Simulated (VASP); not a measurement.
# ZnAu (Pm-3m) in VASP: a series of runs, part 2 of 2

VASP 6.6.1. Earlier steps stand in the parts before.

## (3) Single point, r2SCAN (strained)

POSCAR reads:

```
ZnAu
1.0
    3.1872816000      0.0000000000      0.0000000000
    0.0000000000      3.1872816000      0.0000000000
    0.0000000000      0.0000000000      3.1872816000
Zn Au
1 1
Direct
    0.5000000000      0.5000000000      0.5000000000
    0.0000000000      0.0000000000      0.0000000000
```

INCAR.step1 reads:

```
PREC     = Accurate       # precision mode
ENCUT    = 520            # plane-wave cutoff, eV
ISMEAR   = 0              # smearing method
SIGMA    = 0.1            # smearing width, eV
LREAL    = F              # projectors in reciprocal space
LASPH    = T              # aspherical terms in the spheres
NELM     = 100            # most SCF steps
NBANDS   = 18             # bands
GGA      = PE             # functional
ALGO     = Normal         # electronic algorithm
EDIFF    = 1E-4           # SCF threshold, eV
LWAVE    = T              # write WAVECAR
LCHARG   = F              # write CHGCAR
```

INCAR.step2 reads:

```
PREC     = Accurate       # precision mode
ENCUT    = 520            # plane-wave cutoff, eV
EDIFF    = 1E-6           # SCF threshold, eV
ISMEAR   = 0              # smearing method
SIGMA    = 0.1            # smearing width, eV
LREAL    = F              # projectors in reciprocal space
LASPH    = T              # aspherical terms in the spheres
NELM     = 100            # most SCF steps
ALGO     = Normal         # electronic algorithm
ISIF     = 2              # what is computed and relaxed
LWAVE    = F              # write WAVECAR
LCHARG   = F              # write CHGCAR
METAGGA  = R2SCAN         # meta-GGA
LMIXTAU  = T            
NBANDS   = 18             # bands
ISTART   = 1
```

KPOINTS reads:

```
regular mesh
0
Gamma
  14 14 14
```

Potentials or basis: VASP PAW PBE potentials, release 64 (Zn, Au).

The run is started by

```
$ cat potpaw_PBE.64/Zn/POTCAR potpaw_PBE.64/Au/POTCAR > POTCAR
$ cp INCAR.step1 INCAR
$ mpirun -np 1 vasp_std > vasp.out
$ cp INCAR.step2 INCAR
$ mpirun -np 1 vasp_std > vasp.out
```

It took 3.5 min on 1 thread of Intel Xeon 8259CL, shared host; peak memory 0.21 GiB.

Results (log left out):

| Quantity | Value |
| --- | --- |
| Free energy | -59.9178 eV |
| Pressure | -4.2 GPa |
| Band gap on the k mesh | zero (an odd number of electrons rules out a gap without spin polarisation) |

Levels at points of the mesh, in eV from the Fermi level:
```csv
k point,band 10,band 11,band 12,band 13,band 14,band 15
"(0.00, 0.00, 0.00)",-3.92,-3.92,5.23,5.23,5.23,8.96
"(0.50, 0.00, 0.00)",-5.04,-4.06,-2.54,10.74,11.30,11.30
"(0.50, 0.50, 0.00)",-3.35,-1.87,-1.87,0.68,2.52,10.84
"(0.50, 0.50, 0.50)",-3.30,1.67,3.51,3.83,3.83,3.83
```

Caveat: the cell differs from its parent crystal (strained); the cell stands under tension; the PAW data sets were made with another functional, which shifts forces and pressure a little; spin-orbit coupling is left out, which moves the levels of the heavy elements.

## (4) Single point, PBE (strained)

INCAR reads:

```
SYSTEM = ZnAu
  ALGO = Normal
  EDIFF = 1E-6
  ENCUT = 520
  GGA = PE
  ISIF = 2
  ISMEAR = 0
  LASPH = .TRUE.
  LCHARG = .FALSE.
  LREAL = .FALSE.
  LWAVE = .FALSE.
  NBANDS = 18
  NELM = 100
  PREC = Accurate
  SIGMA = 0.1
```

KPOINTS reads:

```
k-points
0
G
  14 14 14
  0 0 0
```

POSCAR reads:

```
ZnAu
1.0
    3.0443448600      0.0000000000      0.0000000000
    0.0000000000      3.0443448600      0.0000000000
    0.0000000000      0.0000000000      3.0443448600
Zn Au
1 1
Direct
    0.5000000000      0.5000000000      0.5000000000
    0.0000000000      0.0000000000      0.0000000000
```

Potentials or basis: VASP PAW PBE potentials, release 64 (Zn, Au).

The run is started by

```
$ cat potpaw_PBE.64/Zn/POTCAR potpaw_PBE.64/Au/POTCAR > POTCAR
$ mpirun -np 1 vasp_std > vasp.out
```

OUTCAR:

```text
SYSTEM = ZnAu
   EDIFF = 1E-6
   ENCUT = 520
   GGA = PE
   ISIF = 2
   ISMEAR = 0
   LASPH = .TRUE.
   LREAL = .FALSE.
   NELM = 100
   PREC = Accurate

 ion  position               nearest neighbor table
   1  0.500  0.500  0.500-   2 2.64   2 2.64   2 2.64   2 2.64   2 2.64   2 2.64   2 2.64   2 2.64

   2  0.000  0.000  0.000-   1 2.64   1 2.64   1 2.64   1 2.64   1 2.64   1 2.64   1 2.64   1 2.64

  LATTYP: Found a simple cubic cell.
 ALAT       =     3.0443448600

  Lattice vectors:

 A1 = (   3.0443448600,   0.0000000000,   0.0000000000)
 A2 = (   0.0000000000,   3.0443448600,   0.0000000000)
 A3 = (   0.0000000000,   0.0000000000,   3.0443448600)

Analysis of symmetry for initial positions (statically):
=====================================================================
 Subroutine PRICEL returns:
 Original cell was already a primitive cell.

 Routine SETGRP: Setting up the symmetry group for a
 simple cubic supercell.

 Subroutine GETGRP returns: Found 48 space group operations
 (whereof 48 operations were pure point group operations)
 out of a pool of 48 trial point group operations.

[... 157 lines left out ...]
  ext. energy  EPLUGINS =         0.00000000
  ---------------------------------------------------
  free energy    TOTEN  =        -4.48227098 eV

  energy without entropy =       -4.47886940  energy(sigma->0) =       -4.48057019

 E-fermi :   8.4484     XC(G=0): -12.9567

 val. band max:        8.4098196335   @ k =   0.5000   0.3571   0.3571
 cond. band min:       8.4713405826   @ k =   0.4286   0.4286   0.3571
 fundamental gap:      0.0615209491
 Fermi energy:         8.4483702598

 k-point     1 :       0.0000    0.0000    0.0000
  band No.  band energies     occupation
      1      -3.1985      2.00000
      2      -0.3020      2.00000
      3      -0.3020      2.00000
      4       0.6629      2.00000
      5       0.6629      2.00000
      6       0.6629      2.00000
[... 481 lines left out ...]
      5       0.6937      2.00000
      6       0.9840      2.00000
[... 10 lines left out ...]
     17      23.6713      0.00000
     18      23.8840      0.00000

 [... further k-points ...]
[... 5 lines left out ...]
  --------------------------------------------------------------------------------------
  -------------------------------------------------------------------------------------
  Total        4.1186774      4.1186774      4.1186774      0.0000000     -0.0000000      0.0000000
  in kB      233.8766243    233.8766243    233.8766243      0.0000000     -0.0000000      0.0000000
  external PRESSURE =     233.8766243 kB  Pullay stress =       0.0000000 kB

 VOLUME and BASIS-vectors are now :
 -----------------------------------------------------------------------------
  energy-cutoff  :      520.00
  volume of cell :       28.22
      direct lattice vectors                 reciprocal lattice vectors
     3.044344860  0.000000000  0.000000000     0.328477898  0.000000000  0.000000000
     0.000000000  3.044344860  0.000000000     0.000000000  0.328477898  0.000000000
     0.000000000  0.000000000  3.044344860     0.000000000  0.000000000  0.328477898

 POSITION                                       TOTAL-FORCE (eV/Angst)
 -----------------------------------------------------------------------------------
      1.52217      1.52217      1.52217         0.000000      0.000000      0.000000
      0.00000      0.00000      0.00000         0.000000      0.000000      0.000000
 -----------------------------------------------------------------------------------
    total drift:                                0.000000      0.000000     -0.000000

  FREE ENERGIE OF THE ION-ELECTRON SYSTEM (eV)
  ---------------------------------------------------
  free  energy   TOTEN  =        -4.4822709791 eV

  energy  without entropy=       -4.4788693982  energy(sigma->0) =       -4.48057019
```

Wall time 12 s (1 thread of Intel Xeon 6975P-C (Granite Rapids), shared host); peak memory 0.19 GiB.

What came out:

* Free energy: -4.4823 eV
* Pressure: 23.4 GPa
* Band gap on the k mesh: zero (an odd number of electrons rules out a gap without spin polarisation)

Caveat: the cell differs from its parent crystal (strained); the cell stands under pressure; spin-orbit coupling is left out, which moves the levels of the heavy elements.

## (5) Summary

| level | cell | gap on the mesh (eV) | pressure (GPa) |
| --- | --- | --- | --- |
| PBE | a = 3.076 Å, 2 atoms | none | 16.6 |
| r2SCAN | a = 3.187 Å, 2 atoms | none | -4.2 |
| PBE | a = 3.044 Å, 2 atoms | none | 23.4 |

Alike in all rows: task single point; potentials or basis VASP PAW PBE potentials, release 64 (Zn, Au); no spin polarisation; k mesh 14 × 14 × 14; cutoff (eV) 520; smearing gaussian 0.1 eV.

Caveats: spin-orbit coupling is left out, which moves the levels of the heavy elements; the cell stands under pressure (at least some runs); the cell stands under tension (at least some runs); the PAW data sets were made with another functional, which shifts forces and pressure a little (at least some runs).

Total energies depend on the potentials used, so only differences within one code and one set of settings carry meaning.

The gap in the log of VASP goes by the Fermi energy; the results here count the filled bands.